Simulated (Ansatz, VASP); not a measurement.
**P: VASP beside Ansatz**

INCAR

```
  PREC = Accurate
  ENCUT = 520
  EDIFF = 1E-6
  ISMEAR = 0
  SIGMA = 0.1
  LREAL = F
  LASPH = T
  NELM = 100
  ALGO = Normal
  ISIF = 2
  LWAVE = F
  LCHARG = F
  GGA = PE
  NBANDS = 8
```

KPOINTS

```
regular mesh
0
Gamma
  22 22 24
```

The input POSCAR:

```
P
1.0
    2.4473183923      0.0000000000      0.0000000000
    0.0000000000      2.4473183923      0.0000000000
    0.0000000000      0.0000000000      2.4396686694
P
1
Direct
    0.5000000000      0.5000000000      0.0000000000
```

Input for Ansatz:

```yaml
crystal:
  lattice:
    - [2.4473183923, 0.0, 0.0]
    - [0.0, 2.4473183923, 0.0]
    - [0.0, 0.0, 2.4396686694]
  atoms:
    - { symbol: P, position: [0.5, 0.5, 0.0] }
basis:
  ecutwfc: 420
kpoints:
  mp_grid: { grid: [22, 22, 24] }
  band_path:
    path:
      - [[0.0, 0.0, 0.0], [0.0, 0.5, 0.0], [0.5, 0.5, 0.0], [0.0, 0.0, 0.0], [0.0, 0.0, 0.5], [0.0, 0.5, 0.5], [0.5, 0.5, 0.5], [0.0, 0.0, 0.5]]
      - [[0.0, 0.5, 0.0], [0.0, 0.5, 0.5]]
      - [[0.5, 0.5, 0.0], [0.5, 0.5, 0.5]]
    npoints: 14
hamiltonian:
  xc: pbe
scf:
  occupations: { method: gaussian, width: 0.1 }
  n_extra_bands: 6
output:
  forces: true
  stress: true
  eigenvalues: true
  populations: true
  dos: { projected: true, de: 0.02, nscf_kmesh: { grid: [27, 27, 29] } }
  bader: true
  write_density: true
  write_potential: true
  elf: true
  volumetric_format: npy
```

Alike in both runs: task single point; functional PBE; k mesh 22 × 22 × 24; occupations gaussian, width 0.1 eV; no spin polarisation.

|  | VASP | Ansatz |
| --- | --- | --- |
| version | VASP 6.6.1 | Ansatz 0.2.0 |
| potentials or method | VASP PAW PBE potentials, release 64 (P), cutoff 520 eV | scalar-relativistic, plane waves, PAW |
| valence electrons in the cell | 5 | 5 |

VASP gave:

```
gap on the k mesh at the Fermi level (eV) : none
pressure (GPa)                            : -0.3
```

**Question.** What did Ansatz give for the same quantities?

**Answer.** gap on the k mesh at the Fermi level (eV): none; pressure (GPa): 0.0.

A gap of «none» marks a metal or a gap that the smearing closes.
